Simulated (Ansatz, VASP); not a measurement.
## One calculation of H20CO9, two programs

```
O H C
1.0
     6.96376    0.00000    0.00000
     0.00000    6.96376    0.00000
     0.00000    0.00000    6.96376
O H C
9 20 1
Direct
  0.14692 0.40381 0.63773
  0.15598 0.55928 0.25378
  0.84881 0.45052 0.01506
  0.40567 0.91797 0.64025
  0.69148 0.67279 0.73280
  0.03853 0.90380 0.79190
  0.47391 0.21257 0.90723
  0.38159 0.92992 0.23415
  0.86323 0.14494 0.52812
  0.05638 0.46051 0.72919
  0.14830 0.48989 0.52487
  0.04083 0.51983 0.17980
  0.25706 0.47578 0.20587
  0.77920 0.55329 0.94632
  0.75633 0.34332 0.00792
  0.39721 0.93861 0.50009
  0.27225 0.89630 0.68681
  0.58216 0.76154 0.70228
  0.67197 0.56235 0.64969
  0.97580 0.00857 0.71779
  0.94105 0.80283 0.77811
  0.38437 0.30424 0.84882
  0.47790 0.11212 0.80621
  0.28601 0.83485 0.19537
  0.38951 0.02418 0.12989
  0.74516 0.93032 0.36527
  0.97633 0.23157 0.53030
  0.89643 0.08807 0.23136
  0.99995 0.91250 0.38931
  0.87890 0.01271 0.36949
```

Alike in both runs: functional PBE; dispersion D3(BJ); k mesh 1 × 1 × 1; occupations fermi-dirac, width 0.02 eV; no spin polarisation.

Ansatz relaxed the structure, and its values are those at the end. VASP's run is a single point on that final structure, the one shown.

```csv
,VASP,Ansatz
version,VASP 6.6.1,Ansatz 0.2.0
potentials or method,"VASP PAW PBE potentials, release 64 (O_h, H_h, C_h), cutoff 1000 eV","scalar-relativistic, plane waves, PAW"
valence electrons in the cell,78,78
```

```tsv
	VASP	Ansatz	Ansatz less VASP
rms of the force components (eV/Å)	0.088	0.089	+0.0003
```
